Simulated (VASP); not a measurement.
# SnTe (zincblende type) (F-43m) in VASP: single point with PBE

Aim: the single point of SnTe (zincblende type) with PBE.

Everything below comes from runs of VASP 6.6.1. Logs are shortened: lines on timing, memory, paths and dates and some standing lists are left out, and cuts for length are marked.

**1. The cell of the first run**

Symmetry: F-43m, No. 216, cubic system. Conventional cell: a = 6.672 Å, b = 6.672 Å, c = 6.672 Å, α = 90.00°, β = 90.00°, γ = 90.00°. Sn (site symmetry -43m) has 4 Te at 2.89 Å within 3.8 Å. Te (site symmetry -43m) has 4 Sn at 2.89 Å within 3.8 Å.

**2. Single point, PBE**

INCAR

```
SYSTEM = SnTe
  ALGO = Normal
  EDIFF = 1E-6
  ENCUT = 520
  GGA = PE
  ISIF = 2
  ISMEAR = -1
  LASPH = .TRUE.
  LCHARG = .FALSE.
  LREAL = .FALSE.
  LWAVE = .FALSE.
  NBANDS = 17
  NELM = 60
  PREC = Accurate
  SIGMA = 0.1
```

KPOINTS

```
k-points
0
G
  11 11 11
  0 0 0
```

POSCAR

```
SnTe
1.0
    0.0000000000      3.3359189793      3.3359189793
    3.3359189793      0.0000000000      3.3359189793
    3.3359189793      3.3359189793      0.0000000000
Sn Te
1 1
Direct
    0.0000000000      0.0000000000      0.0000000000
    0.2500000000      0.2500000000      0.2500000000
```

Potentials or basis: VASP PAW PBE potentials, release 64 (Sn_d, Te).

Launch:

```
cat potpaw_PBE.64/Sn_d/POTCAR potpaw_PBE.64/Te/POTCAR > POTCAR
mpirun -np 1 vasp_std > vasp.out
```

OUTCAR:

```text
SYSTEM = SnTe
   EDIFF = 1E-6
   ENCUT = 520
   GGA = PE
   ISIF = 2
   ISMEAR = -1
   LASPH = .TRUE.
   LREAL = .FALSE.
   NELM = 60
   PREC = Accurate

 ion  position               nearest neighbor table
   1  0.000  0.000  0.000-   2 2.89   2 2.89   2 2.89   2 2.89
   2  0.250  0.250  0.250-   1 2.89   1 2.89   1 2.89   1 2.89

  LATTYP: Found a face centered cubic cell.
 ALAT       =     6.6718379586

  Lattice vectors:

 A1 = (   0.0000000000,   3.3359189793,   3.3359189793)
 A2 = (   3.3359189793,   0.0000000000,   3.3359189793)
 A3 = (   3.3359189793,   3.3359189793,   0.0000000000)

Analysis of symmetry for initial positions (statically):
=====================================================================
 Subroutine PRICEL returns:
 Original cell was already a primitive cell.

 Routine SETGRP: Setting up the symmetry group for a
 face centered cubic supercell.

 Subroutine GETGRP returns: Found 24 space group operations
 (whereof 24 operations were pure point group operations)
 out of a pool of 48 trial point group operations.

The static configuration has the point symmetry T_d .

Analysis of symmetry for dynamics (positions and initial velocities):
=====================================================================
 Subroutine PRICEL returns:
 Original cell was already a primitive cell.

 Routine SETGRP: Setting up the symmetry group for a
 face centered cubic supercell.

 Subroutine GETGRP returns: Found 24 space group operations
 (whereof 24 operations were pure point group operations)
 out of a pool of 48 trial point group operations.

The dynamic configuration has the point symmetry T_d .

 Subroutine INISYM returns: Found 24 space group operations
 (whereof 24 operations are pure point group operations),
 and found     1 'primitive' translations

----------------------------------------------------------------------------------------

                                     Primitive cell

  volume of cell :      74.2466

  direct lattice vectors                    reciprocal lattice vectors
     0.000000000  3.335918979  3.335918979    -0.149883736  0.149883736  0.149883736
     3.335918979  0.000000000  3.335918979     0.149883736 -0.149883736  0.149883736
     3.335918979  3.335918979  0.000000000     0.149883736  0.149883736 -0.149883736

  length of vectors
     4.717701864  4.717701864  4.717701864     0.259606246  0.259606246  0.259606246

  position of ions in fractional coordinates (direct lattice)
     0.000000000  0.000000000  0.000000000
     0.250000000  0.250000000  0.250000000

  ion indices of the primitive-cell ions
   primitive index   ion index
                 1           1
                 2           2

----------------------------------------------------------------------------------------

 KPOINTS: k-points

Automatic generation of k-mesh.
 Grid dimensions read from file:
 generate k-points for:   11   11   11

 Generating k-lattice:

  Cartesian coordinates                     Fractional coordinates (reciprocal lattice)
    -0.013625794  0.013625794  0.013625794     0.090909091  0.000000000  0.000000000
     0.013625794 -0.013625794  0.013625794     0.000000000  0.090909091  0.000000000
     0.013625794  0.013625794 -0.013625794     0.000000000  0.000000000  0.090909091

  Length of vectors
     0.023600568  0.023600568  0.023600568

  Shift w.r.t. Gamma in fractional coordinates (k-lattice)
     0.000000000  0.000000000  0.000000000

 Subroutine IBZKPT returns following result:
 ===========================================

 Found     56 irreducible k-points:

 Following reciprocal coordinates:
            Coordinates               Weight
  0.000000  0.000000  0.000000      1.000000
  0.090909  0.000000  0.000000      8.000000
  0.181818  0.000000  0.000000      8.000000
  0.272727  0.000000  0.000000      8.000000
  0.363636  0.000000  0.000000      8.000000
  0.454545  0.000000  0.000000      8.000000
[... 16 lines left out ...]
 -0.272727  0.181818  0.000000     24.000000
 -0.181818  0.181818  0.000000     12.000000
 [... further k-points ...]
   k-points           NKPTS =     56   k-points in BZ     NKDIM =     56   number of bands    NBANDS=     17
   number of dos      NEDOS =    301   number of ions     NIONS =      2
   total plane-waves  NPLWV =  46656
   dimension x,y,z NGX =    36 NGY =   36 NGZ =   36
   dimension x,y,z NGXF=    72 NGYF=   72 NGZF=   72
   ions per type =               1   1
   NGX,Y,Z   is equivalent  to a cutoff of  12.69, 12.69, 12.69 a.u.
   NGXF,Y,Z  is equivalent  to a cutoff of  25.37, 25.37, 25.37 a.u.
 SYSTEM =  SnTe
   PREC   = accura    normal or accurate (medium, high low for compatibility)
   ISTART =      0    job   : 0-new  1-cont  2-samecut
   ICHARG =      2    charge: 1-file 2-atom 10-const
   ISPIN  =      1    spin polarized calculation?
   LNONCOLLINEAR =      F non collinear calculations
   LSORBIT =      F    spin-orbit coupling
   LASPH  =      T    aspherical Exc in radial PAW
   ENCUT  =  520.0 eV  38.22 Ry    6.18 a.u.   8.77  8.77  8.77*2*pi/ulx,y,z
   NELM   =     60;   NELMIN=  2; NELMDL= -5     # of ELM steps
   EDIFF  = 0.1E-05   stopping-criterion for ELM
   LREAL  =      F    real-space projection
   EDIFFG = 0.1E-04   stopping-criterion for IOM
   NSW    =      0    number of steps for IOM
   IBRION =     -1    ionic relax: 0-MD 1-quasi-New 2-CG
   NFREE  =      0    steps in history (QN), initial steepest desc. (CG)
   ISIF   =      2    stress and relaxation
   ISYM   =      2    0-nonsym 1-usesym 2-fastsym
   POTIM  = 0.5000    time-step for ionic-motion
   TEBEG  =    0.0;   TEEND  =   0.0 temperature during run
   PSTRESS=    0.0 pullay stress
   NELECT =      20.0000    total number of electrons
   NUPDOWN=      -1.0000    fix difference up-down
   EMIN   =  10.00;   EMAX   =-10.00  energy-range for DOS
   EFERMI =   0.00;   METHOD = LEGACY
   ISMEAR =    -1;   SIGMA  =   0.10  broadening in eV -4-tet -1-fermi 0-gaus
   EFERMI_NEDOS =   21; number of points for ismear=-14 and -15
   IALGO  =     38    algorithm
   IMIX   =      4    mixing-type and parameters
     AMIX     =   0.40;   BMIX     =  1.00
     AMIX_MAG =   1.60;   BMIX_MAG =  1.00
  volume/ion in A,a.u.               =      37.12       250.52
  Fermi-wavevector in a.u.,A,eV,Ry     =   1.057286  1.997982 15.209336  1.117855
  Thomas-Fermi vector in A             =   2.192554
   LORBIT       =      0    0 simple, 1 ext, 2 COOP (PROOUT), +10 PAW based schemes
   GGA     = PE    functional components
   LHFCALC =     F    Hartree Fock is set to
   AEXX    =    0.0000 exact exchange contribution
   IVDW    =     0    specifies the selected vdW correction
   LEPSILON=     F    determine dielectric tensor
   LRPA    =     F    only Hartree local field effects (RPA)
 non-spin polarized calculation
  energy-cutoff  :      520.00
  volume of cell :       74.25
 maximum number of plane-waves:      2016
   NGX = 17   NGY = 17   NGZ = 17

 number of electron      20.0000005 magnetization

 Free energy of the ion-electron system (eV)
  ---------------------------------------------------
  ext. energy  EPLUGINS =         0.00000000
  ---------------------------------------------------
  free energy    TOTEN  =        -6.63380824 eV

  energy without entropy =       -6.60591338  energy(sigma->0) =       -6.61986081

 E-fermi :   5.4425     XC(G=0):  -8.4840

 val. band max:        5.4335857681   @ k =   0.2727   0.2727   0.0000
 cond. band min:       5.5209384270   @ k =   0.3636   0.2727   0.0000
 fundamental gap:      0.0873526590
 Fermi energy:         5.4424678844

 k-point     1 :       0.0000    0.0000    0.0000
  band No.  band energies     occupation
      1     -16.4787      2.00000
      2     -16.4787      2.00000
      3     -16.4787      2.00000
      4     -16.4482      2.00000
      5     -16.4482      2.00000
      6      -7.5346      2.00000
[... 9 lines left out ...]
     16      11.8885      0.00000
     17      13.0030      0.00000

 k-point     2 :       0.0909    0.0000    0.0000
  band No.  band energies     occupation
      1     -16.4792      2.00000
      2     -16.4783      2.00000
      3     -16.4783      2.00000
      4     -16.4482      2.00000
      5     -16.4482      2.00000
      6      -7.4805      2.00000
[... 9 lines left out ...]
     16      11.5294      0.00000
     17      12.7296      0.00000

 k-point     3 :       0.1818    0.0000    0.0000
  band No.  band energies     occupation
      1     -16.4803      2.00000
      2     -16.4774      2.00000
      3     -16.4774      2.00000
      4     -16.4482      2.00000
      5     -16.4482      2.00000
      6      -7.3257      2.00000
[... 9 lines left out ...]
     16      11.1734      0.00000
     17      12.4500      0.00000

 k-point     4 :       0.2727    0.0000    0.0000
  band No.  band energies     occupation
      1     -16.4819      2.00000
      2     -16.4761      2.00000
      3     -16.4761      2.00000
      4     -16.4481      2.00000
      5     -16.4481      2.00000
      6      -7.0958      2.00000
[... 9 lines left out ...]
     16      11.1915      0.00000
     17      12.9643      0.00000

 k-point     5 :       0.3636    0.0000    0.0000
  band No.  band energies     occupation
      1     -16.4833      2.00000
      2     -16.4751      2.00000
      3     -16.4751      2.00000
      4     -16.4480      2.00000
      5     -16.4480      2.00000
      6      -6.8462      2.00000
[... 9 lines left out ...]
     16      11.6560      0.00000
     17      13.4472      0.00000

 k-point     6 :       0.4545    0.0000    0.0000
  band No.  band energies     occupation
      1     -16.4841      2.00000
      2     -16.4744      2.00000
      3     -16.4744      2.00000
      4     -16.4479      2.00000
      5     -16.4479      2.00000
      6      -6.6722      2.00000
[... 9 lines left out ...]
     16      12.4145      0.00000
     17      12.6270      0.00000
[... 281 lines left out ...]
 k-point    21 :      -0.4545    0.1818    0.0000
  band No.  band energies     occupation
      1     -16.4857      2.00000
      2     -16.4734      2.00000
      3     -16.4729      2.00000
      4     -16.4486      2.00000
      5     -16.4475      2.00000
      6      -6.5162      2.00000
[... 9 lines left out ...]
     16      12.3978      0.00000
     17      13.2999      0.00000

 k-point    22 :      -0.3636    0.1818    0.0000
  band No.  band energies     occupation
      1     -16.4851      2.00000
      2     -16.4736      2.00000
      3     -16.4735      2.00000
      4     -16.4482      2.00000
      5     -16.4480      2.00000
      6      -6.5806      2.00000
[... 9 lines left out ...]
     16      12.5481      0.00000
     17      13.7306      0.00000

 k-point    23 :      -0.2727    0.1818    0.0000
  band No.  band energies     occupation
      1     -16.4841      2.00000
      2     -16.4746      2.00000
      3     -16.4741      2.00000
      4     -16.4484      2.00000
      5     -16.4479      2.00000
      6      -6.7795      2.00000
[... 9 lines left out ...]
     16      12.5484      0.00000
     17      13.5896      0.00000

 k-point    24 :      -0.1818    0.1818    0.0000
  band No.  band energies     occupation
      1     -16.4827      2.00000
      2     -16.4759      2.00000
      3     -16.4750      2.00000
      4     -16.4485      2.00000
      5     -16.4478      2.00000
      6      -7.0151      2.00000
[... 9 lines left out ...]
     16      11.7924      0.00000
     17      13.7339      0.00000

 [... further k-points ...]
[... 5 lines left out ...]
  --------------------------------------------------------------------------------------
  -------------------------------------------------------------------------------------
  Total        3.9264160      3.9264160      3.9264160     -0.0000000     -0.0000000     -0.0000000
  in kB       84.7286749     84.7286749     84.7286749     -0.0000000     -0.0000000     -0.0000000
  external PRESSURE =      84.7286749 kB  Pullay stress =       0.0000000 kB

 VOLUME and BASIS-vectors are now :
 -----------------------------------------------------------------------------
  energy-cutoff  :      520.00
  volume of cell :       74.25
      direct lattice vectors                 reciprocal lattice vectors
     0.000000000  3.335918979  3.335918979    -0.149883736  0.149883736  0.149883736
     3.335918979  0.000000000  3.335918979     0.149883736 -0.149883736  0.149883736
     3.335918979  3.335918979  0.000000000     0.149883736  0.149883736 -0.149883736

 POSITION                                       TOTAL-FORCE (eV/Angst)
 -----------------------------------------------------------------------------------
      0.00000      0.00000      0.00000         0.000000     -0.000000     -0.000000
      1.66796      1.66796      1.66796        -0.000000      0.000000      0.000000
 -----------------------------------------------------------------------------------
    total drift:                               -0.000000     -0.000000     -0.000000

  FREE ENERGIE OF THE ION-ELECTRON SYSTEM (eV)
  ---------------------------------------------------
  free  energy   TOTEN  =        -6.6338082450 eV

  energy  without entropy=       -6.6059133835  energy(sigma->0) =       -6.61986081
```

It took 2 min on 1 thread of AMD EPYC 7R13, shared host; peak memory 0.21 GiB.

Results:

```
Free energy            : -6.6338 eV
Pressure               : 8.5 GPa
Band gap on the k mesh : zero (band 10 reaches 5.67 eV, above the bottom of band 11 at 5.09 eV)
```

Levels at points of the mesh, in eV from the Fermi level:
```csv
k point,band 8,band 9,band 10,band 11,band 12,band 13
"(0.00, 0.00, 0.00)",-2.53,-2.53,-2.53,0.79,0.79,0.79
```

Caveat: spin-orbit coupling is left out, which moves the levels of the heavy elements.
